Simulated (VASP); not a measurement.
The system is SnO.

```
Sn O
1.0
     3.35500    0.00000    0.00000
     0.00000    5.67410    0.00000
     0.00000    0.00000    4.22197
Sn O
2 2
Direct
  0.00000 0.23191 0.51314
  0.50000 0.76809 0.01314
  0.00000 0.89125 0.73686
  0.50000 0.10875 0.23686
```

Base run:

- Program: VASP 6.6.1
- Functional: LDA
- Potentials or basis: VASP PAW LDA potentials, release 64 (Sn_d, O)
- Cutoff: 520 eV
- k mesh: 6 × 4 × 4
- Occupations: gaussian, width 0.01 eV
- Spin: no spin polarisation

Its results: band gap on the k mesh 1.60 eV, indirect (least direct gap 2.35 eV); pressure -5.2 GPa; largest force 0.647 eV/Å.

**Question.** The run is repeated on the same cell with these changes: functional from LDA to BLYP; potentials or basis from VASP PAW LDA potentials, release 64 (Sn_d, O) to VASP PAW PBE potentials, release 64 (Sn_d, O). What comes out?

**Answer.** Band gap on the k mesh 1.82 eV, indirect (least direct gap 2.57 eV); pressure 4.1 GPa; largest force 0.161 eV/Å.

Caveats: spin-orbit coupling is left out, which moves the levels of the heavy elements; the PAW data sets were made with another functional, which shifts forces and pressure a little (some runs).

A k mesh can miss the band edges.
